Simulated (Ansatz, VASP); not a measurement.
# Pb: VASP beside Ansatz

```
CELL_PARAMETERS angstrom
3.47159 0.00000 0.00000
-1.73580 3.00649 0.00000
0.00000 0.00000 5.99739
ATOMIC_POSITIONS crystal
Pb 0.33333 0.66667 0.25000
Pb 0.66667 0.33333 0.75000
```

Alike in both runs: task single point; functional PBE; k mesh 6 × 6 × 4; occupations gaussian, width 0.1 eV; no spin polarisation.

|  | VASP | Ansatz |
| --- | --- | --- |
| version | VASP 6.6.1 | Ansatz 0.2.0 |
| potentials or method | VASP PAW PBE potentials, release 64 (Pb_d), cutoff 520 eV | scalar-relativistic, plane waves, PAW |
| valence electrons in the cell | 28 | 28 |

Ansatz gave:

```
gap on the k mesh at the Fermi level (eV)                     : none
pressure (GPa)                                                : 1.3
traceless stress, the component that is largest in VASP (GPa) : -0.99
```

Task: What did VASP give for the same quantities?

Result: gap on the k mesh at the Fermi level (eV): none; pressure (GPa): 1.3; traceless stress, the component that is largest in VASP (GPa): -0.98.

A gap of «none» marks a metal or a gap that the smearing closes.

Neither program's run includes spin-orbit coupling.
